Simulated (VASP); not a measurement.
The system is Ti4C3.

```xyz
7
Lattice="2.7094 1.5643 4.4453 -2.7094 1.5643 4.4453 0.0000 -3.1285 4.4453" Properties=species:S:1:pos:R:3 pbc="T T T"
Ti    0.0000    0.0000    6.6679
Ti    0.0000   -1.5643    2.2226
Ti    1.3547    0.7821    2.2226
Ti   -1.3547    0.7821    2.2226
C     0.0000    1.5643    4.4453
C    -1.3547   -0.7821    4.4453
C     1.3547   -0.7821    4.4453
```

The cell was generated, and may not be a known phase.

```yaml
Program: VASP 6.6.1
Task: relaxation of cell and atoms
Functional: PBE
Potentials_or_basis: VASP PAW PBE potentials, release 64 (Ti_sv, C)
Cutoff: 600 eV
k_mesh: 4 × 4 × 4
Occupations: gaussian, width 0.2 eV
Spin: no spin polarisation
```

At the start: pressure -21.9 GPa; volume 16.15 Å³/atom.

Q: How do energy, volume and symmetry change on relaxing?

A: Over 10 steps the energy falls by 2332.2 meV/atom and the volume is 11.42 Å³/atom (-29.3 %); space group R-3m (No. 166, to 0.1 Å) before, Pm-3m (No. 221, to 0.1 Å).

The path:
| step | energy change (eV) | largest force (eV/Å) | pressure (GPa) | volume (Å³) |
| --- | --- | --- | --- | --- |
| 1 | 0.0000 | 0.0000 | -21.94 | 113.04 |
| 2 | -9.2744 | 0.0000 | 9.25 | 78.55 |
| 3 | -10.6188 | 0.0000 | 41.68 | 69.61 |
| 4 | -13.9871 | 0.0000 | 50.71 | 67.68 |
| 5 | -14.0830 | 0.0000 | 59.85 | 66.25 |
| 6 | -16.2854 | 0.0000 | 5.06 | 78.32 |
| 7 | -16.3037 | 0.0000 | 0.45 | 79.91 |
| 8 | -16.3039 | 0.0000 | 1.27 | 79.62 |
| 9 | -16.3155 | 0.0000 | 1.03 | 79.72 |
| 10 | -16.3257 | 0.0000 | 0.48 | 79.91 |

Final structure:
```yaml
crystal:
  lattice:
    - [3.04459, 1.75779, 2.48869]
    - [-3.04459, 1.75779, 2.48869]
    - [0.00000, -3.51559, 2.48869]
  atoms:
    - { symbol: Ti, position: [0.50000, 0.50000, 0.50000] }
    - { symbol: Ti, position: [0.00000, 0.00000, 0.50000] }
    - { symbol: Ti, position: [0.50000, 0.00000, 0.00000] }
    - { symbol: Ti, position: [0.00000, 0.50000, 0.00000] }
    - { symbol: C, position: [0.50000, 0.50000, 0.00000] }
    - { symbol: C, position: [0.00000, 0.50000, 0.50000] }
    - { symbol: C, position: [0.50000, 0.00000, 0.50000] }
```

Caveat: the volume moved by over 15 % at a fixed basis, so the end points are rough.
